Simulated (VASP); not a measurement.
# TiTe2 (P-3m1) in VASP: settings compared

Aim: see how the results for TiTe2 move with the level of theory and the settings. Levels: LDA, r2SCAN. Tasks: single point.

All numbers are computed with VASP 6.6.1; they aren't measurements. Logs are shortened: lines on timing, memory, paths and dates and some standing lists are left out, and cuts for length are marked.

## (1) The cell of the first run

It takes space group P-3m1 (No. 164, trigonal). The conventional cell has a = 3.777 Å, b = 3.777 Å, c = 6.498 Å, α = 90.00°, β = 90.00°, γ = 120.00°. Within 3.8 Å of Ti (site symmetry -3m) lie 6 Te at 2.77 Å and 6 Ti at 3.78 Å. Within 3.8 Å of Te (site symmetry 3m) lie 3 Ti at 2.77 Å and 9 Te at 3.78 Å.

## (2) Single point, LDA

Input file INCAR:

```
SYSTEM = TiTe2
ALGO     = Normal         ! electronic algorithm
EDIFF    = 1E-6           ! SCF threshold, eV
ENCUT    = 520            ! plane-wave cutoff, eV
GGA      = CA             ! functional
ISIF     = 2              ! what is computed and relaxed
ISMEAR   = 0              ! smearing method
LASPH    = .TRUE.         ! aspherical terms in the spheres
LCHARG   = .TRUE.         ! write CHGCAR
LELF     = .TRUE.         ! ELF
LREAL    = .FALSE.        ! projectors in reciprocal space
LVHAR    = .TRUE.       
LWAVE    = .FALSE.        ! write WAVECAR
NBANDS   = 19             ! bands
NELM     = 60             ! most SCF steps
PREC     = Accurate       ! precision mode
SIGMA    = 0.05           ! smearing width, eV
```

Input file KPOINTS:

```
k-points
0
G
  9 9 6
  0 0 0
```

Input file POSCAR:

```
TiTe2
1.0
    3.7770000000      0.0000000000      0.0000000000
   -1.8885000000      3.2709779501      0.0000000000
    0.0000000000      0.0000000000      6.4980000000
Ti Te
1 2
Direct
    0.0000000000      0.0000000000      0.0000000000
    0.6666666667      0.3333333333      0.2628000000
    0.3333333333      0.6666666667      0.7372000000
```

Potentials or basis: VASP PAW LDA potentials, release 64 (Ti_sv, Te).

Run with:

```
> cat potpaw_LDA.64/Ti_sv/POTCAR potpaw_LDA.64/Te/POTCAR > POTCAR
> mpirun -np 1 vasp_std > vasp.out
```

OUTCAR:

```text
SYSTEM = TiTe2
   EDIFF = 1E-6
   ENCUT = 520
   GGA = CA
   ISIF = 2
   ISMEAR = 0
   LASPH = .TRUE.
   LREAL = .FALSE.
   NELM = 60
   PREC = Accurate

 ion  position               nearest neighbor table
   1  0.000  0.000  0.000-   2 2.77   3 2.77   2 2.77   3 2.77   2 2.77   3 2.77
   2  0.667  0.333  0.263-   1 2.77   1 2.77   1 2.77
   3  0.333  0.667  0.737-   1 2.77   1 2.77   1 2.77

  LATTYP: Found a hexagonal cell.
 ALAT       =     3.7770000000
 C/A-ratio  =     1.7204130262

  Lattice vectors:

 A1 = (   3.7770000000,   0.0000000000,   0.0000000000)
 A2 = (  -1.8885000000,   3.2709779501,   0.0000000000)
 A3 = (   0.0000000000,   0.0000000000,   6.4980000000)

Analysis of symmetry for initial positions (statically):
=====================================================================
 Subroutine PRICEL returns:
 Original cell was already a primitive cell.

 Routine SETGRP: Setting up the symmetry group for a
 hexagonal supercell.

 Subroutine GETGRP returns: Found 12 space group operations
 (whereof 12 operations were pure point group operations)
 out of a pool of 24 trial point group operations.

The static configuration has the point symmetry D_3d.

Analysis of symmetry for dynamics (positions and initial velocities):
=====================================================================
 Subroutine PRICEL returns:
 Original cell was already a primitive cell.

 Routine SETGRP: Setting up the symmetry group for a
 hexagonal supercell.

 Subroutine GETGRP returns: Found 12 space group operations
 (whereof 12 operations were pure point group operations)
 out of a pool of 24 trial point group operations.

The dynamic configuration has the point symmetry D_3d.

 Subroutine INISYM returns: Found 12 space group operations
 (whereof 12 operations are pure point group operations),
 and found     1 'primitive' translations

----------------------------------------------------------------------------------------

                                     Primitive cell

  volume of cell :      80.2794

  direct lattice vectors                    reciprocal lattice vectors
     3.777000000  0.000000000  0.000000000     0.264760392  0.152859484  0.000000000
    -1.888500000  3.270977950  0.000000000     0.000000000  0.305718967  0.000000000
     0.000000000  0.000000000  6.498000000     0.000000000  0.000000000  0.153893506

  length of vectors
     3.777000000  3.777000000  6.498000000     0.305718967  0.305718967  0.153893506

  position of ions in fractional coordinates (direct lattice)
     0.000000000  0.000000000  0.000000000
     0.666666667  0.333333333  0.262800000
     0.333333333  0.666666667  0.737200000

  ion indices of the primitive-cell ions
   primitive index   ion index
                 1           1
                 2           2
                 3           3

----------------------------------------------------------------------------------------

 KPOINTS: k-points

Automatic generation of k-mesh.
 Grid dimensions read from file:
 generate k-points for:    9    9    6

 Generating k-lattice:

  Cartesian coordinates                     Fractional coordinates (reciprocal lattice)
     0.029417821  0.016984387  0.000000000     0.111111111 -0.000000000  0.000000000
     0.000000000  0.033968774  0.000000000     0.000000000  0.111111111  0.000000000
     0.000000000  0.000000000  0.025648918     0.000000000  0.000000000  0.166666667

  Length of vectors
     0.033968774  0.033968774  0.025648918

  Shift w.r.t. Gamma in fractional coordinates (k-lattice)
     0.000000000  0.000000000  0.000000000

 Subroutine IBZKPT returns following result:
 ===========================================

 Found     62 irreducible k-points:

 Following reciprocal coordinates:
            Coordinates               Weight
  0.000000  0.000000  0.000000      1.000000
  0.111111  0.000000  0.000000      6.000000
  0.222222  0.000000  0.000000      6.000000
  0.333333  0.000000  0.000000      6.000000
  0.444444  0.000000  0.000000      6.000000
  0.111111  0.111111  0.000000      6.000000
[... 16 lines left out ...]
  0.222222  0.111111  0.166667     12.000000
 -0.111111  0.333333  0.166667     12.000000
 [... further k-points ...]
   k-points           NKPTS =     62   k-points in BZ     NKDIM =     62   number of bands    NBANDS=     19
   number of dos      NEDOS =    301   number of ions     NIONS =      3
   total plane-waves  NPLWV =  37632
   dimension x,y,z NGX =    28 NGY =   28 NGZ =   48
   dimension x,y,z NGXF=    56 NGYF=   56 NGZF=   96
   ions per type =               1   2
   NGX,Y,Z   is equivalent  to a cutoff of  12.32, 12.32, 12.28 a.u.
   NGXF,Y,Z  is equivalent  to a cutoff of  24.65, 24.65, 24.56 a.u.
 SYSTEM =  TiTe2
   PREC   = accura    normal or accurate (medium, high low for compatibility)
   ISTART =      0    job   : 0-new  1-cont  2-samecut
   ICHARG =      2    charge: 1-file 2-atom 10-const
   ISPIN  =      1    spin polarized calculation?
   LNONCOLLINEAR =      F non collinear calculations
   LSORBIT =      F    spin-orbit coupling
   LASPH  =      T    aspherical Exc in radial PAW
   ENCUT  =  520.0 eV  38.22 Ry    6.18 a.u.   7.02  7.02 12.08*2*pi/ulx,y,z
   NELM   =     60;   NELMIN=  2; NELMDL= -5     # of ELM steps
   EDIFF  = 0.1E-05   stopping-criterion for ELM
   LREAL  =      F    real-space projection
   EDIFFG = 0.1E-04   stopping-criterion for IOM
   NSW    =      0    number of steps for IOM
   IBRION =     -1    ionic relax: 0-MD 1-quasi-New 2-CG
   NFREE  =      0    steps in history (QN), initial steepest desc. (CG)
   ISIF   =      2    stress and relaxation
   ISYM   =      2    0-nonsym 1-usesym 2-fastsym
   POTIM  = 0.5000    time-step for ionic-motion
   TEBEG  =    0.0;   TEEND  =   0.0 temperature during run
   PSTRESS=    0.0 pullay stress
   NELECT =      24.0000    total number of electrons
   NUPDOWN=      -1.0000    fix difference up-down
   EMIN   =  10.00;   EMAX   =-10.00  energy-range for DOS
   EFERMI =   0.00;   METHOD = LEGACY
   ISMEAR =     0;   SIGMA  =   0.05  broadening in eV -4-tet -1-fermi 0-gaus
   EFERMI_NEDOS =   21; number of points for ismear=-14 and -15
   IALGO  =     38    algorithm
   IMIX   =      4    mixing-type and parameters
     AMIX     =   0.40;   BMIX     =  1.00
     AMIX_MAG =   1.60;   BMIX_MAG =  1.00
  volume/ion in A,a.u.               =      26.76       180.58
  Fermi-wavevector in a.u.,A,eV,Ry     =   1.094655  2.068597 16.303438  1.198269
  Thomas-Fermi vector in A             =   2.230964
   LORBIT       =      0    0 simple, 1 ext, 2 COOP (PROOUT), +10 PAW based schemes
   GGA     = CA    functional components
   LHFCALC =     F    Hartree Fock is set to
   AEXX    =    0.0000 exact exchange contribution
   IVDW    =     0    specifies the selected vdW correction
   LEPSILON=     F    determine dielectric tensor
   LRPA    =     F    only Hartree local field effects (RPA)
 non-spin polarized calculation
 Gauss-broadening in eV      SIGMA  =   0.05
  energy-cutoff  :      520.00
  volume of cell :       80.28
 maximum number of plane-waves:      2183
   NGX = 13   NGY = 13   NGZ = 25

 number of electron      23.9999998 magnetization

 Free energy of the ion-electron system (eV)
  ---------------------------------------------------
  ext. energy  EPLUGINS =         0.00000000
  ---------------------------------------------------
  free energy    TOTEN  =       -18.27132035 eV

  energy without entropy =      -18.26895667  energy(sigma->0) =      -18.27013851

 E-fermi :   6.6266     XC(G=0): -10.0935

 val. band max:        6.6265571882   @ k =   0.1111   0.0000   0.3333
 cond. band min:       6.6459873043   @ k =   0.1111   0.0000   0.0000
 fundamental gap:      0.0194301161
 Fermi energy:         6.6265809767

 k-point     1 :       0.0000    0.0000    0.0000
  band No.  band energies     occupation
      1     -50.1178      2.00000
      2     -26.7613      2.00000
      3     -26.7613      2.00000
      4     -26.7222      2.00000
      5      -5.7639      2.00000
      6      -4.2696      2.00000
[... 11 lines left out ...]
     18      11.7392      0.00000
     19      12.4557      0.00000

 k-point     2 :       0.1111    0.0000    0.0000
  band No.  band energies     occupation
      1     -50.1174      2.00000
      2     -26.7665      2.00000
      3     -26.7625      2.00000
      4     -26.7210      2.00000
      5      -5.6284      2.00000
      6      -4.2011      2.00000
[... 11 lines left out ...]
     18      12.5454      0.00000
     19      13.1155      0.00000

 k-point     3 :       0.2222    0.0000    0.0000
  band No.  band energies     occupation
      1     -50.1164      2.00000
      2     -26.7795      2.00000
      3     -26.7655      2.00000
      4     -26.7179      2.00000
      5      -5.2437      2.00000
      6      -4.0226      2.00000
[... 11 lines left out ...]
     18      12.5143      0.00000
     19      13.3945      0.00000

 k-point     4 :       0.3333    0.0000    0.0000
  band No.  band energies     occupation
      1     -50.1154      2.00000
      2     -26.7943      2.00000
      3     -26.7689      2.00000
      4     -26.7145      2.00000
      5      -4.6894      2.00000
      6      -3.8277      2.00000
[... 11 lines left out ...]
     18      12.1257      0.00000
     19      12.4964      0.00000

 k-point     5 :       0.4444    0.0000    0.0000
  band No.  band energies     occupation
      1     -50.1146      2.00000
      2     -26.8039      2.00000
      3     -26.7711      2.00000
      4     -26.7122      2.00000
      5      -4.1479      2.00000
      6      -3.7870      2.00000
[... 11 lines left out ...]
     18      12.0272      0.00000
     19      12.2252      0.00000
[... 334 lines left out ...]
      2     -26.8039      2.00000
      3     -26.7711      2.00000
      4     -26.7122      2.00000
      5      -4.0834      2.00000
      6      -3.8565      2.00000
[... 11 lines left out ...]
     18      11.4385      0.00000
     19      12.1663      0.00000

 k-point    22 :       0.1111    0.1111    0.1667
  band No.  band energies     occupation
      1     -50.1167      2.00000
      2     -26.7751      2.00000
      3     -26.7651      2.00000
      4     -26.7189      2.00000
      5      -5.3017      2.00000
      6      -4.1921      2.00000
[... 11 lines left out ...]
     18      13.2854      0.00000
     19      13.5150      0.00000

 k-point    23 :       0.2222    0.1111    0.1667
  band No.  band energies     occupation
      1     -50.1157      2.00000
      2     -26.7879      2.00000
      3     -26.7694      2.00000
      4     -26.7156      2.00000
      5      -4.8483      2.00000
      6      -3.9524      2.00000
[... 11 lines left out ...]
     18      12.3015      0.00000
     19      13.0787      0.00000

 k-point    24 :      -0.1111    0.3333    0.1667
  band No.  band energies     occupation
      1     -50.1157      2.00000
      2     -26.7879      2.00000
      3     -26.7694      2.00000
      4     -26.7156      2.00000
      5      -4.8308      2.00000
      6      -3.9819      2.00000
[... 11 lines left out ...]
     18      12.5258      0.00000
     19      13.2955      0.00000

 [... further k-points ...]
[... 5 lines left out ...]
  --------------------------------------------------------------------------------------
  -------------------------------------------------------------------------------------
  Total       -2.1102690     -2.1102690     -1.8409947      0.0000000      0.0000000      0.0000000
  in kB      -42.1157074    -42.1157074    -36.7416637      0.0000000      0.0000000      0.0000000
  external PRESSURE =     -40.3243595 kB  Pullay stress =       0.0000000 kB

 VOLUME and BASIS-vectors are now :
 -----------------------------------------------------------------------------
  energy-cutoff  :      520.00
  volume of cell :       80.28
      direct lattice vectors                 reciprocal lattice vectors
     3.777000000  0.000000000  0.000000000     0.264760392  0.152859484  0.000000000
    -1.888500000  3.270977950  0.000000000     0.000000000  0.305718967  0.000000000
     0.000000000  0.000000000  6.498000000     0.000000000  0.000000000  0.153893506

 POSITION                                       TOTAL-FORCE (eV/Angst)
 -----------------------------------------------------------------------------------
      0.00000      0.00000      0.00000        -0.000000      0.000000      0.000000
      1.88850      1.09033      1.70767         0.000000      0.000000     -0.268466
     -0.00000      2.18065      4.79033        -0.000000      0.000000      0.268466
 -----------------------------------------------------------------------------------
    total drift:                                0.000000     -0.000000     -0.000000

  FREE ENERGIE OF THE ION-ELECTRON SYSTEM (eV)
  ---------------------------------------------------
  free  energy   TOTEN  =       -18.2713203502 eV

  energy  without entropy=      -18.2689566736  energy(sigma->0) =      -18.27013851
```

Run time: 38 s. Hardware: 1 thread of Intel Xeon 6975P-C (Granite Rapids), shared host; peak memory 0.22 GiB.

Results:

```
Free energy            : -18.2713 eV
Pressure               : -4.0 GPa
Largest force          : 0.268 eV/Å
Band gap on the k mesh : zero (bands 12 and 13 overlap by 0.60 eV)
```

Forces on the atoms (eV/Å):
```
Ti   0.000  0.000  0.000
Te   0.000  0.000 -0.268
Te   0.000  0.000  0.268
```

Caveat: the cell stands under tension; spin-orbit coupling is left out, which moves the levels of the heavy elements.

(Part 1 of 2 ends here.)
